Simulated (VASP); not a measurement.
# MgO (P6_3mc) in VASP: a series of runs

The runs below take MgO through single point, with PBE, LDA, r2SCAN.

Program: VASP 6.6.1. These are calculated values, not measurements. Logs are shortened: lines on timing, memory, paths and dates and some standing lists are left out, and cuts for length are marked.

## (1) The cell of the first run

The structure is hexagonal, space group P6_3mc (No. 186). The conventional cell has a = 3.288 Å, b = 3.288 Å, c = 5.034 Å, α = 90.00°, β = 90.00°, γ = 120.00°. Within 2.6 Å of Mg (site symmetry 3m) lie 4 O at 1.97 to 1.99 Å. O (site symmetry 3m) has 4 Mg at 1.97 to 1.99 Å within 2.6 Å.

## (2) Single point, PBE

Contents of INCAR:

```
SYSTEM = MgO
PREC     = Accurate       ! precision mode
ENCUT    = 520            ! plane-wave cutoff, eV
EDIFF    = 1E-7           ! SCF threshold, eV
ISMEAR   = 0              ! smearing method
SIGMA    = 0.01           ! smearing width, eV
LREAL    = .False.        ! projectors in reciprocal space
LASPH    = .True.         ! aspherical terms in the spheres
NELM     = 60             ! most SCF steps
ALGO     = Normal         ! electronic algorithm
ISIF     = 2              ! what is computed and relaxed
LWAVE    = .False.        ! write WAVECAR
LCHARG   = .True.         ! write CHGCAR
GGA      = PE             ! functional
LELF     = .True.         ! ELF
LVHAR    = .True.       
NBANDS   = 16             ! bands
```

Contents of KPOINTS:

```
Automatic mesh
0
Gamma
  6 6 4
  0 0 0
```

Contents of POSCAR:

```
MgO
1.0
    3.2882171868      0.0000000001      0.0000000000
   -1.6441085934      2.8476796169      0.0000000000
    0.0000000000      0.0000000000      5.0343664111
Mg O
2 2
Direct
    0.3333333333      0.6666666667     -0.0098385153
    0.6666666667      0.3333333333      0.4901614847
    0.3333333333      0.6666666667      0.3848385153
    0.6666666667      0.3333333333      0.8848385153
```

Potentials or basis: VASP PAW PBE potentials, release 64 (Mg, O).

Run with:

```
> cat potpaw_PBE.64/Mg/POTCAR potpaw_PBE.64/O/POTCAR > POTCAR
> mpirun -np 1 vasp_std > vasp.out
```

OUTCAR:

```text
SYSTEM = MgO
   PREC = Accurate
   ENCUT = 520
   EDIFF = 1E-7
   ISMEAR = 0
   LREAL = .False.
   LASPH = .True.
   NELM = 60
   ISIF = 2
   GGA = PE

 ion  position               nearest neighbor table
   1  0.333  0.667  0.990-   4 1.97   4 1.97   4 1.97   3 1.99   2 3.15   2 3.15   2 3.15   2 3.15
                             2 3.15   2 3.15
   2  0.667  0.333  0.490-   3 1.97   3 1.97   3 1.97   4 1.99   1 3.15   1 3.15   1 3.15   1 3.15
                             1 3.15   1 3.15
   3  0.333  0.667  0.385-   2 1.97   2 1.97   2 1.97   1 1.99
   4  0.667  0.333  0.885-   1 1.97   1 1.97   1 1.97   2 1.99

  LATTYP: Found a hexagonal cell.
 ALAT       =     3.2882171868
 C/A-ratio  =     1.5310322053

  Lattice vectors:

 A1 = (   3.2882171868,   0.0000000001,   0.0000000000)
 A2 = (  -1.6441085934,   2.8476796169,   0.0000000000)
 A3 = (   0.0000000000,   0.0000000000,   5.0343664111)

Analysis of symmetry for initial positions (statically):
=====================================================================
 Subroutine PRICEL returns:
 Original cell was already a primitive cell.

 Routine SETGRP: Setting up the symmetry group for a
 hexagonal supercell.

 Subroutine GETGRP returns: Found 12 space group operations
 (whereof  6 operations were pure point group operations)
 out of a pool of 24 trial point group operations.

The static configuration has the point symmetry C_3v.
 The point group associated with its full space group is C_6v.

Analysis of symmetry for dynamics (positions and initial velocities):
=====================================================================
 Subroutine PRICEL returns:
 Original cell was already a primitive cell.

 Routine SETGRP: Setting up the symmetry group for a
 hexagonal supercell.

 Subroutine GETGRP returns: Found 12 space group operations
 (whereof  6 operations were pure point group operations)
 out of a pool of 24 trial point group operations.

The dynamic configuration has the point symmetry C_3v.
 The point group associated with its full space group is C_6v.

 Subroutine INISYM returns: Found 12 space group operations
 (whereof  6 operations are pure point group operations),
 and found     1 'primitive' translations

----------------------------------------------------------------------------------------

[... 91 lines left out ...]
   NELM   =     60;   NELMIN=  2; NELMDL= -5     # of ELM steps
   EDIFF  = 0.1E-06   stopping-criterion for ELM
   LREAL  =      F    real-space projection
   EDIFFG = 0.1E-05   stopping-criterion for IOM
   NSW    =      0    number of steps for IOM
   IBRION =     -1    ionic relax: 0-MD 1-quasi-New 2-CG
   NFREE  =      0    steps in history (QN), initial steepest desc. (CG)
   ISIF   =      2    stress and relaxation
   ISYM   =      2    0-nonsym 1-usesym 2-fastsym
   POTIM  = 0.5000    time-step for ionic-motion
   TEBEG  =    0.0;   TEEND  =   0.0 temperature during run
   PSTRESS=    0.0 pullay stress
   NELECT =      16.0000    total number of electrons
   NUPDOWN=      -1.0000    fix difference up-down
   EMIN   =  10.00;   EMAX   =-10.00  energy-range for DOS
   EFERMI =   0.00;   METHOD = LEGACY
   ISMEAR =     0;   SIGMA  =   0.01  broadening in eV -4-tet -1-fermi 0-gaus
   EFERMI_NEDOS =   21; number of points for ismear=-14 and -15
   IALGO  =     38    algorithm
   IMIX   =      4    mixing-type and parameters
     AMIX     =   0.40;   BMIX     =  1.00
     AMIX_MAG =   1.60;   BMIX_MAG =  1.00
  volume/ion in A,a.u.               =      11.79        79.53
  Fermi-wavevector in a.u.,A,eV,Ry     =   1.141956  2.157984 17.742859  1.304063
  Thomas-Fermi vector in A             =   2.278655
   LORBIT       =      0    0 simple, 1 ext, 2 COOP (PROOUT), +10 PAW based schemes
   GGA     = PE    functional components
   LHFCALC =     F    Hartree Fock is set to
   AEXX    =    0.0000 exact exchange contribution
   IVDW    =     0    specifies the selected vdW correction
   LEPSILON=     F    determine dielectric tensor
   LRPA    =     F    only Hartree local field effects (RPA)
 non-spin polarized calculation
 Gauss-broadening in eV      SIGMA  =   0.01
  energy-cutoff  :      520.00
  volume of cell :       47.14
 maximum number of plane-waves:      1284
   NGX = 13   NGY = 13   NGZ = 19

 number of electron      16.0000010 magnetization

 Free energy of the ion-electron system (eV)
  ---------------------------------------------------
  ext. energy  EPLUGINS =         0.00000000
  ---------------------------------------------------
  free energy    TOTEN  =       -23.51859243 eV

  energy without entropy =      -23.51859243  energy(sigma->0) =      -23.51859243

 E-fermi :   1.1815     XC(G=0):  -9.7485

 val. band max:        1.0978908853   @ k =   0.0000   0.0000   0.0000
 cond. band min:       4.6377592101   @ k =   0.0000   0.0000   0.0000
 fundamental gap:      3.5398683248
 Fermi energy:         1.1814611747

 k-point     1 :       0.0000    0.0000    0.0000
  band No.  band energies     occupation
      1     -15.1153      2.00000
      2     -14.3289      2.00000
      3      -2.1516      2.00000
      4       0.4207      2.00000
      5       0.4207      2.00000
      6       0.7335      2.00000
[... 376 lines left out ...]
      3      -1.4603      2.00000
      4      -1.4603      2.00000
      5      -0.9672      2.00000
      6      -0.9672      2.00000
[... 8 lines left out ...]
     15      17.0437      0.00000
     16      17.0437      0.00000

------------------------ aborting loop because EDIFF is reached ----------------------------------------

  FORCE on cell =-STRESS in cart. coord.  units (eV):
  Direction    XX          YY          ZZ          XY          YZ          ZX
  --------------------------------------------------------------------------------------
  -------------------------------------------------------------------------------------
  Total        1.0456718      1.0456718      1.0273926      0.0000000      0.0000000      0.0000000
  in kB       35.5393530     35.5393530     34.9180977      0.0000000      0.0000000      0.0000000
  external PRESSURE =      35.3322679 kB  Pullay stress =       0.0000000 kB

 VOLUME and BASIS-vectors are now :
 -----------------------------------------------------------------------------
  energy-cutoff  :      520.00
  volume of cell :       47.14
      direct lattice vectors                 reciprocal lattice vectors
     3.288217187  0.000000000  0.000000000     0.304116165  0.175581550  0.000000000
    -1.644108593  2.847679617  0.000000000    -0.000000000  0.351163099  0.000000000
     0.000000000  0.000000000  5.034366411     0.000000000  0.000000000  0.198634727

 POSITION                                       TOTAL-FORCE (eV/Angst)
 -----------------------------------------------------------------------------------
     -0.00000      1.89845      4.98484        -0.000000      0.000000     -0.014783
      1.64411      0.94923      2.46765         0.000000     -0.000000     -0.014783
     -0.00000      1.89845      1.93742        -0.000000     -0.000000      0.014783
      1.64411      0.94923      4.45460         0.000000     -0.000000      0.014783
 -----------------------------------------------------------------------------------
    total drift:                               -0.000000     -0.000000      0.001180

  FREE ENERGIE OF THE ION-ELECTRON SYSTEM (eV)
  ---------------------------------------------------
  free  energy   TOTEN  =       -23.5185924277 eV

  energy  without entropy=      -23.5185924277  energy(sigma->0) =      -23.51859243
```

OSZICAR:

```text
N       E                     dE             d eps       ncg     rms          rms(c)
DAV:   1     0.632494914701E+02    0.63249E+02   -0.73823E+03   672   0.878E+02
DAV:   2    -0.236649925994E+02   -0.86914E+02   -0.80081E+02   912   0.201E+02
DAV:   3    -0.277865074813E+02   -0.41215E+01   -0.41143E+01   768   0.452E+01
DAV:   4    -0.278027760397E+02   -0.16269E-01   -0.16268E-01   824   0.335E+00
DAV:   5    -0.278028563759E+02   -0.80336E-04   -0.80336E-04   792   0.223E-01    0.117E+01
DAV:   6    -0.235714288730E+02    0.42314E+01   -0.12252E+01   672   0.262E+01    0.385E+00
DAV:   7    -0.235244853331E+02    0.46944E-01   -0.16590E-01   672   0.326E+00    0.220E+00
DAV:   8    -0.235202271246E+02    0.42582E-02   -0.95028E-02   704   0.337E+00    0.502E-01
DAV:   9    -0.235178252156E+02    0.24019E-02   -0.30935E-03   816   0.510E-01    0.175E-01
DAV:  10    -0.235185703033E+02   -0.74509E-03   -0.15492E-03   688   0.255E-01    0.303E-02
DAV:  11    -0.235185918260E+02   -0.21523E-04   -0.14701E-05   784   0.272E-02    0.200E-02
DAV:  12    -0.235185924556E+02   -0.62955E-06   -0.89047E-06   696   0.258E-02    0.255E-03
DAV:  13    -0.235185924277E+02    0.27911E-07   -0.50591E-07   760   0.549E-03
   1 F= -.23518592E+02 E0= -.23518592E+02  d E =-.182795E-34
```

It took 7.2 s on 1 thread of Intel Xeon 6975P-C (Granite Rapids), shared host; peak memory 0.16 GiB.

Results:

```yaml
Free_energy: -23.5186 eV
Pressure: 3.5 GPa
Largest_force: 0.015 eV/Å
Band_gap_on_the_k_mesh: 3.54 eV, direct
```

Forces in eV/Å, atoms in the order of the input:
```
Mg   0.000  0.000 -0.015
Mg   0.000  0.000 -0.015
O    0.000  0.000  0.015
O    0.000  0.000  0.015
```

## (3) Single point, PBE

Contents of INCAR:

```
ALGO = Normal ; EDIFF = 1E-7
ENCUT = 520 ; GGA = PE
ISIF = 2 ; ISMEAR = 0
LASPH = T ; LCHARG = T
LELF = T ; LREAL = F
LVHAR = T ; LWAVE = F
NBANDS = 16 ; NELM = 100
PREC = Accurate ; SIGMA = 0.01
```

Contents of KPOINTS:

```
k-points
0
Gamma
  6 6 4
```

POSCAR is that of step 2.

Potentials or basis: VASP PAW PBE potentials, release 64 (Mg, O).

Run with:

```
> cat potpaw_PBE.64/Mg/POTCAR potpaw_PBE.64/O/POTCAR > POTCAR
> mpirun -np 1 vasp_std > vasp.out
```

It took 6.7 s on 1 thread of Intel Xeon 6975P-C (Granite Rapids), shared host; peak memory 0.15 GiB.

The run converged. Its results:

```yaml
Free_energy: -23.5186 eV
Pressure: 3.5 GPa
Largest_force: 0.015 eV/Å
Band_gap_on_the_k_mesh: 3.54 eV, direct
```

Forces on the atoms (eV/Å):
```
Mg   0.000  0.000 -0.015
Mg   0.000  0.000 -0.015
O    0.000  0.000  0.015
O    0.000  0.000  0.015
```

Levels at points of the mesh, in eV from the valence-band top:
| k point | band 4 | band 5 | band 6 | band 7 | band 8 | band 9 | band 10 | band 11 | band 12 | band 13 |
| --- | --- | --- | --- | --- | --- | --- | --- | --- | --- | --- |
| (0.00, 0.00, 0.00) | -0.68 | -0.68 | -0.36 | -0.36 | 0.00 | 3.54 | 8.57 | 10.31 | 14.29 | 14.29 |
| (0.50, 0.00, 0.00) | -2.17 | -1.70 | -1.21 | -0.79 | -0.46 | 7.87 | 8.08 | 9.30 | 10.79 | 13.00 |
| (0.00, 0.00, 0.50) | -2.00 | -0.52 | -0.52 | -0.52 | -0.52 | 6.02 | 6.02 | 13.19 | 13.19 | 14.78 |
| (0.50, 0.00, 0.50) | -3.09 | -0.86 | -0.86 | -0.69 | -0.69 | 7.43 | 7.43 | 10.87 | 10.87 | 13.69 |

As with any semilocal functional, this PBE gap is likely too small.

(Part 1 of 3 ends here.)
